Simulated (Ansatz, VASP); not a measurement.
## SrTiO3: VASP beside Ansatz

```xyz
5
Lattice="4.0854 -0.8171 -0.8171 -0.8171 4.0854 -0.8171 -0.8171 -0.8171 4.0854" Properties=species:S:1:pos:R:3 pbc="T T T"
Sr    0.0000    0.0000    0.0000
Ti    1.2256    1.2256    1.2256
O    -0.8171    1.6342    1.6342
O     1.6342   -0.8171    1.6342
O     1.6342    1.6342   -0.8171
```

Alike in both runs: task single point; functional PBEsol; k mesh 8 × 8 × 8; occupations gaussian, width 0.05 eV; no spin polarisation.

```csv
,VASP,Ansatz
version,VASP 6.6.1,Ansatz 0.2.0
potentials or method,"VASP PAW PBE potentials, release 64 (Sr_sv, Ti_sv, O), cutoff 520 eV","scalar-relativistic, plane waves, PAW"
valence electrons in the cell,40,40
```

VASP gave:

```
gap on the k mesh at the Fermi level (eV)                     : none
pressure (GPa)                                                : 21.9
traceless stress, the component that is largest in VASP (GPa) : 47.41
```

Which values does Ansatz return?

gap on the k mesh at the Fermi level (eV): none; pressure (GPa): 19.8; traceless stress, the component that is largest in VASP (GPa): 46.35.

VASP's potentials were made for PBE, not for PBEsol. A gap of «none» marks a metal or a gap that the smearing closes.
